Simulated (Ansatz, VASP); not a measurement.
C in VASP and in Ansatz

```
C
1.0
     2.59979    0.00000    0.00000
     0.00000    2.59979    0.00000
     0.00000    0.00000    5.98799
C
6
Direct
  0.00000 0.50000 0.38818
  0.50000 0.00000 0.11182
  0.00000 0.50000 0.61182
  0.50000 0.00000 0.88818
  0.00000 0.00000 0.75000
  0.00000 0.00000 0.25000
```

Alike in both runs: functional PBE; k mesh 14 × 14 × 6; occupations gaussian, width 0.1 eV; no spin polarisation.

Ansatz relaxed the structure, and its values are those at the end. VASP's run is a single point on that final structure, the one shown.

|  | VASP | Ansatz |
| --- | --- | --- |
| version | VASP 6.6.1 | Ansatz 0.2.0 |
| potentials or method | VASP PAW PBE potentials, release 64 (C), cutoff 600 eV | scalar-relativistic, plane waves, PAW |
| valence electrons in the cell | 24 | 24 |

|  | VASP | Ansatz | Ansatz less VASP |
| --- | --- | --- | --- |
| gap on the k mesh at the Fermi level (eV) | none | none | - |
| pressure (GPa) | 0.0 | 0.0 | +0.07 |
| rms of the force components (eV/Å) | 0.016 | 0.000 | -0.0162 |

A gap of «none» marks a metal or a gap that the smearing closes.
